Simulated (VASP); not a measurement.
W2N: relaxation of cell and atoms with PBE

The system is W2N.

```
W N
1.0
    -1.84434    1.84434    3.02490
     1.84434   -1.84434    3.02490
     1.84434    1.84434   -3.02490
W N
2 1
Cartesian
  0.0000 0.0000 3.5875
  0.0000 0.0000 2.4623
  0.0000 0.0000 0.0000
```

```json
{"Program": "VASP 6.6.1", "Task": "relaxation of cell and atoms", "Functional": "PBE", "Potentials or basis": "VASP PAW PBE potentials, release 64 (W_sv, N)", "Cutoff": "600 eV", "k mesh": "6 × 6 × 6", "Occupations": "gaussian, width 0.1 eV", "Spin": "no spin polarisation", "Dipole correction": "no", "Further INCAR settings": "ALGO = Normal; EDIFF = 1e-06; IBRION = 2; EDIFFG = -0.04; NSW = 90; ISIF = 3"}
```

```
Relaxed volume                        : 12.01 Å³/atom
Relaxed cell                          : a = 5.189 Å, b = 5.189 Å, c = 5.189 Å, α = 149.44°, β = 149.44°, γ = 43.77°
Space group after relaxing (to 0.1 Å) : I4/mmm (No. 139)
Pressure after relaxing               : -0.2 GPa
Largest force after relaxing          : 0.012 eV/Å
Band gap on the k mesh                : zero (an odd number of electrons rules out a gap without spin polarisation)
```

Forces in eV/Å, atoms in the order of the input:
```
W    0.000  0.000 -0.012
W    0.000  0.000  0.012
N    0.000  0.000  0.000
```

Stress tensor (GPa, compression positive):
```
-0.19  0.00  0.00
 0.00 -0.19  0.00
 0.00  0.00 -0.10
```

Final structure:
```xyz
3
Lattice="-1.3677 1.3677 4.8155 1.3677 -1.3677 4.8155 1.3677 1.3677 -4.8155" Properties=species:S:1:pos:R:3 pbc="T T T"
W     0.0000    0.0000    3.4722
W     0.0000    0.0000    6.1588
N     0.0000    0.0000    9.6310
```

Levels at points of the mesh, in eV from the Fermi level:
```csv
k point,band 12,band 13,band 14,band 15,band 16,band 17,band 18,band 19,band 20
"(0.00, 0.00, 0.00)",-4.67,-3.88,-3.82,-3.82,-2.59,0.36,0.88,0.88,2.88
"(0.50, 0.00, 0.00)",-4.92,-3.90,-3.16,-2.94,-2.42,-0.38,1.74,1.87,3.45
"(0.50, 0.50, 0.00)",-7.73,-3.91,-3.34,-1.41,-0.30,0.89,1.91,5.30,5.80
"(0.50, 0.50, 0.50)",-5.20,-4.11,-4.11,-3.12,-1.87,1.84,1.84,2.63,3.13
```

Run time: 27 min on 1 thread of Intel Xeon 8259CL, on a shared host, peak memory 0.22 GiB.

Caveat: a cell axis changed by over 15 % at a fixed basis, so the end point is rough; spin-orbit coupling is left out, which moves the levels of the heavy elements.
